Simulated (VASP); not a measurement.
# MoP3 (Pm-3m) in VASP: further runs, part 3 of 3

VASP 6.6.1. The steps go on from the part before.

## (6) Relaxation of cell and atoms, PBE

Contents of INCAR:

```
SYSTEM = MoP3
ALGO = Normal ; EDIFF = 1E-6
EDIFFG = -0.01 ; ENCUT = 600
GGA = PE ; IBRION = 2
ISIF = 3 ; ISMEAR = 0
LASPH = .True. ; LCHARG = .False.
LREAL = .False. ; LWAVE = .False.
NELM = 100 ; NSW = 100
PREC = Accurate ; SIGMA = 0.1
```

Contents of KPOINTS:

```
k-points
0
Gamma
  12 12 12
  0 0 0
```

Contents of POSCAR:

```
MoP3
1.0
    3.8621103335      0.0000000000      0.0000000000
    0.0000000000      3.8621103335      0.0000000000
    0.0000000000      0.0000000000      3.8621103335
Mo P
1 3
Direct
    0.0000000000      0.0000000000      0.0000000000
    0.0000000000      0.5000000000      0.5000000000
    0.5000000000      0.0000000000      0.5000000000
    0.5000000000      0.5000000000      0.0000000000
```

Potentials or basis: VASP PAW PBE potentials, release 64 (Mo_sv, P).

Run with:

```console
$ cat potpaw_PBE.64/Mo_sv/POTCAR potpaw_PBE.64/P/POTCAR > POTCAR
$ mpirun -np 1 vasp_std > vasp.out
```

OUTCAR:

```text
SYSTEM = MoP3
   EDIFF = 1E-6
   EDIFFG = -0.01
   ENCUT = 600
   GGA = PE
   IBRION = 2
   ISIF = 3
   ISMEAR = 0
   LASPH = .True.
   LREAL = .False.
   NELM = 100
   NSW = 100
   PREC = Accurate

 ion  position               nearest neighbor table
   1  0.000  0.000  0.000-   2 2.73   3 2.73   4 2.73   2 2.73   3 2.73   2 2.73   4 2.73   2 2.73
                             3 2.73   4 2.73   3 2.73   4 2.73
   2  0.000  0.500  0.500-   1 2.73   3 2.73   4 2.73   1 2.73   4 2.73   1 2.73   3 2.73   1 2.73
                             3 2.73   4 2.73   4 2.73   3 2.73
   3  0.500  0.000  0.500-   1 2.73   2 2.73   4 2.73   1 2.73   4 2.73   2 2.73   4 2.73   4 2.73
                             1 2.73   2 2.73   1 2.73   2 2.73
   4  0.500  0.500  0.000-   1 2.73   2 2.73   3 2.73   2 2.73   3 2.73   1 2.73   3 2.73   3 2.73
                             1 2.73   2 2.73   2 2.73   1 2.73

  LATTYP: Found a simple cubic cell.
 ALAT       =     3.8621103335

  Lattice vectors:

 A1 = (   3.8621103335,   0.0000000000,   0.0000000000)
 A2 = (   0.0000000000,   3.8621103335,   0.0000000000)
 A3 = (   0.0000000000,   0.0000000000,   3.8621103335)

Analysis of symmetry for initial positions (statically):
=====================================================================
 Subroutine PRICEL returns:
[... 184 lines left out ...]
  -------------------------------------------------------------------------------------
  Total       -0.3589491     -0.3589491     -0.3589491      0.0000000      0.0000000     -0.0000000
  in kB       -9.9831908     -9.9831908     -9.9831908      0.0000000      0.0000000     -0.0000000
  external PRESSURE =      -9.9831908 kB  Pullay stress =       0.0000000 kB
[... 63 lines left out ...]
--------------------------------------- Ionic step        3  -------------------------------------------

 number of electron      29.0000003 magnetization

 Free energy of the ion-electron system (eV)
  ---------------------------------------------------
  ext. energy  EPLUGINS =         0.00000000
  ---------------------------------------------------
  free energy    TOTEN  =       -24.63092133 eV

  energy without entropy =      -24.61668220  energy(sigma->0) =      -24.62380176

 E-fermi :  11.2581     XC(G=0): -12.1305

 val. band max:       11.2540826459   @ k =   0.2500   0.1667   0.1667
 cond. band min:      11.2650638469   @ k =   0.5000   0.3333   0.3333
 fundamental gap:      0.0109812009
 Fermi energy:        11.2581083384

 k-point     1 :       0.0000    0.0000    0.0000
  band No.  band energies     occupation
      1     -49.8436      2.00000
      2     -23.9692      2.00000
      3     -23.9692      2.00000
      4     -23.9692      2.00000
      5      -4.4720      2.00000
      6       2.6182      2.00000
[... 481 lines left out ...]
      5      -2.1016      2.00000
      6      -0.2713      2.00000
[... 10 lines left out ...]
     17      13.2893      0.00000
     18      13.4901      0.00000

 [... further k-points ...]

------------------------ aborting loop because EDIFF is reached ----------------------------------------

  FORCE on cell =-STRESS in cart. coord.  units (eV):
  Direction    XX          YY          ZZ          XY          YZ          ZX
  --------------------------------------------------------------------------------------
  -------------------------------------------------------------------------------------
  Total        0.0020505      0.0020505      0.0020505     -0.0000000      0.0000000     -0.0000000
  in kB        0.0574767      0.0574767      0.0574767     -0.0000000      0.0000000     -0.0000000
  external PRESSURE =       0.0574767 kB  Pullay stress =       0.0000000 kB
[... 19 lines left out ...]
  FREE ENERGIE OF THE ION-ELECTRON SYSTEM (eV)
  ---------------------------------------------------
  free  energy   TOTEN  =       -24.6309213273 eV

  energy  without entropy=      -24.6166822010  energy(sigma->0) =      -24.62380176

 reached required accuracy - stopping structural energy minimisation
```

OSZICAR:

```text
N       E                     dE             d eps       ncg     rms          rms(c)
DAV:   1     0.192341556136E+03    0.19234E+03   -0.15595E+04  3024   0.166E+03
DAV:   2    -0.151982263012E+02   -0.20754E+03   -0.20396E+03  3618   0.370E+02
[... 23 lines left out ...]
DAV:   1    -0.246392357315E+02   -0.89576E-02   -0.17419E-01  3234   0.394E+00    0.768E-01
DAV:   2    -0.246383664727E+02    0.86926E-03   -0.13507E-01  3666   0.219E+00    0.517E-01
DAV:   3    -0.246311760225E+02    0.71905E-02   -0.41286E-02  3810   0.979E-01    0.124E-01
DAV:   4    -0.246309233822E+02    0.25264E-03   -0.17508E-03  3240   0.339E-01    0.326E-02
DAV:   5    -0.246309259239E+02   -0.25418E-05   -0.48514E-05  4196   0.492E-02    0.199E-02
DAV:   6    -0.246309220517E+02    0.38723E-05   -0.75779E-06  3750   0.147E-02    0.370E-03
DAV:   7    -0.246309213273E+02    0.72434E-06   -0.19405E-07  1700   0.323E-03
   3 F= -.24630921E+02 E0= -.24623802E+02  d E =-.141855E-02
```

CONTCAR:

```text
MoP3
   1.00000000000000
     3.8520550005322218   -0.0000000000000000   -0.0000000000000000
     0.0000000000000000    3.8520550005322218    0.0000000000000000
    -0.0000000000000000    0.0000000000000000    3.8520550005322218
  Mo              P
     1     3
Direct
     0.0000000000000000    0.0000000000000000    0.0000000000000000
     0.0000000000000000    0.5000000000000000    0.5000000000000000
     0.5000000000000000    0.0000000000000000    0.5000000000000000
     0.5000000000000000    0.5000000000000000    0.0000000000000000

  0.00000000E+00  0.00000000E+00  0.00000000E+00
  0.00000000E+00  0.00000000E+00  0.00000000E+00
  0.00000000E+00  0.00000000E+00  0.00000000E+00
  0.00000000E+00  0.00000000E+00  0.00000000E+00
```

Wall time 3.4 min (1 thread of Intel Xeon 8259CL, shared host); peak memory 0.26 GiB.

Results:

| Quantity | Value |
| --- | --- |
| Free energy | -24.6309 eV |
| Relaxed volume | 14.29 Å³/atom |
| Relaxed cell | a = 3.852 Å, b = 3.852 Å, c = 3.852 Å, α = 90.00°, β = 90.00°, γ = 90.00° |
| Space group after relaxing (to 0.05 Å) | Pm-3m (No. 221) |
| Energy gained by relaxing | 0.4 meV/atom |
| Ionic steps | 3 |
| Pressure after relaxing | 0.0 GPa |

Step by step:
| step | energy change (eV) | largest force (eV/Å) | pressure (GPa) | volume (Å³) |
| --- | --- | --- | --- | --- |
| 1 | 0.0000 | 0.0000 | -1.00 | 57.61 |
| 2 | -0.0008 | 0.0000 | 0.70 | 56.86 |
| 3 | -0.0014 | 0.0000 | 0.01 | 57.16 |

Final structure:
```
Mo P
1.0
     3.85206    0.00000    0.00000
     0.00000    3.85206    0.00000
     0.00000    0.00000    3.85206
Mo P
1 3
Direct
  0.00000 0.00000 0.00000
  0.00000 0.50000 0.50000
  0.50000 0.00000 0.50000
  0.50000 0.50000 0.00000
```

## (7) Overview

| task | cell | k mesh | cutoff (eV) | gap on the mesh (eV) | pressure (GPa) | relaxed volume (Å³/atom) |
| --- | --- | --- | --- | --- | --- | --- |
| single point | a = 3.862 Å, 4 atoms | 4 × 4 × 4 | 520 | none | -0.1 | - |
| single point | a = 4.019 Å, 4 atoms | 4 × 4 × 4 | 520 | none | -12.4 | - |
| relaxation of cell and atoms | relaxed from a = 4.019 Å, 4 atoms | 4 × 4 × 4 | 600 | none | 0.1 | 14.39 |
| single point | a = 3.853 Å, 4 atoms | 12 × 12 × 12 | 520 | none | 0.0 | - |
| relaxation of cell and atoms | relaxed from a = 3.862 Å, 4 atoms | 12 × 12 × 12 | 600 | none | 0.0 | 14.29 |

Alike in all rows: level PBE; potentials or basis VASP PAW PBE potentials, release 64 (Mo_sv, P); no spin polarisation; smearing gaussian 0.1 eV.

Caveats: some runs use coarse meshes.

Total energies depend on the potentials used, so only differences within one code and one set of settings carry meaning.
